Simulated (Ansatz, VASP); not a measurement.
This is a calculation of NaCl for Ansatz 0.2.0.

input.yaml

```yaml
crystal:
  lattice:
    - [3.50219, 0.0, 0.0]
    - [0.0, 3.50219, 0.0]
    - [0.0, 0.0, 3.50219]
  atoms:
    - { symbol: Cl, position: [0.5, 0.5, 0.5] }
    - { symbol: Na, position: [0.0, 0.0, 0.0] }
kpoints:
  mp_grid: { grid: [8, 8, 8] }
scf:
  occupations: { method: fermi_dirac, width: 0.05 }
hamiltonian:
  xc: lda
  pseudopotentials: { kind: all_electron, lapw: { basis_error: 0.001 } }
output:
  forces: true
  stress: true
relax:
  f_tol: 0.005
  max_steps: 60
  cell: {}
```

Potentials or basis: all-electron LAPW, scalar-relativistic.

Launch:

```console
$ ansatz run input.yaml --threads 1 --pin off --max-ram 3072MiB --backend cpu --events-out ev --progress --plain --runs-dir out
```

Q: Set up the same calculation for VASP 6.6.1. Potentials there: VASP PAW LDA potentials, release 64 (Cl, Na_pv).

A: As run (the cutoff follows the program's own potentials):

The input INCAR:

```
SYSTEM = NaCl
ALGO = Normal ; EDIFF = 1E-6
EDIFFG = -0.005 ; ENCUT = 600
IBRION = 2 ; ISIF = 3
ISMEAR = -1 ; LASPH = .TRUE.
LCHARG = .FALSE. ; LREAL = .FALSE.
LWAVE = .FALSE. ; NELM = 60
NSW = 80 ; PREC = Accurate
SIGMA = 0.05
```

KPOINTS

```
k-points
0
G
  8 8 8
  0 0 0
```

File POSCAR:

```
NaCl
1.0
    3.5021900000      0.0000000000      0.0000000000
    0.0000000000      3.5021900000      0.0000000000
    0.0000000000      0.0000000000      3.5021900000
Cl Na
1 1
Direct
    0.5000000000      0.5000000000      0.5000000000
    0.0000000000      0.0000000000      0.0000000000
```

Potentials or basis: VASP PAW LDA potentials, release 64 (Cl, Na_pv).

The run is started by

```bash
$ cat potpaw_LDA.64/Cl/POTCAR potpaw_LDA.64/Na_pv/POTCAR > POTCAR
$ mpirun -np 1 vasp_std > vasp.out
```

Both were run:

|  | VASP | Ansatz | Ansatz less VASP |
| --- | --- | --- | --- |
| relaxed volume (Å³/atom) | 19.14 | 19.14 | -0.001 |
| relaxed cell length with the largest relative difference (Å) | 3.370 | 3.370 | -0.0001 |

LDA's correlation is that of Perdew and Zunger in VASP and of Perdew and Wang (1992) in Ansatz. Ansatz ran all-electron here, and VASP with PAW potentials.
